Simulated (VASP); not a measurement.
Input of a VASP 6.6.1 run:

The input INCAR:

```
  PREC = Accurate
  ENCUT = 600
  EDIFF = 1E-6
  ISMEAR = 0
  SIGMA = 0.1
  LREAL = False
  LASPH = True
  NELM = 60
  ALGO = Fast
  ISIF = 3
  LWAVE = False
  LCHARG = False
  GGA = PS
  IBRION = 2
  NSW = 70
  EDIFFG = -0.008
  PSTRESS = -30.0
```

File KPOINTS:

```
Automatic mesh
0
Gamma
  12 12 12
```

Contents of POSCAR:

```
ScAl
1.0
    3.3760183987      0.0000000000      0.0000000000
    0.0000000000      3.3760183987      0.0000000000
    0.0000000000      0.0000000000      3.3760183987
Sc Al
1 1
Direct
    0.5000000000      0.5000000000      0.5000000000
    0.0000000000      0.0000000000      0.0000000000
```

Potentials or basis: VASP PAW PBE potentials, release 64 (Sc_sv, Al).

Launch:

```bash
$ cat potpaw_PBE.64/Sc_sv/POTCAR potpaw_PBE.64/Al/POTCAR > POTCAR
$ mpirun -np 1 vasp_std > vasp.out
```

Estimate the relaxed volume.

19.51 Å³/atom.

Estimate the space group after relaxing (to 0.05 Å).

Pm-3m (No. 221).

Estimate the band gap on the k mesh.

zero (band 7 reaches 6.16 eV, above the bottom of band 8 at 4.98 eV).

Estimate the relaxed cell.

a = 3.392 Å, b = 3.392 Å, c = 3.392 Å, α = 90.00°, β = 90.00°, γ = 90.00°.

The path:
| step | energy change (eV) | largest force (eV/Å) | pressure (GPa) | volume (Å³) |
| --- | --- | --- | --- | --- |
| 1 | 0.0000 | 0.0000 | -1.98 | 38.48 |
| 2 | 0.0113 | 0.0000 | -3.18 | 39.16 |
| 3 | 0.0086 | 0.0000 | -3.02 | 39.03 |

Caveat: the cell is relaxed towards a set pressure, so the enthalpy falls and the energy may rise; the PAW data sets were made with another functional, which shifts forces and pressure a little.
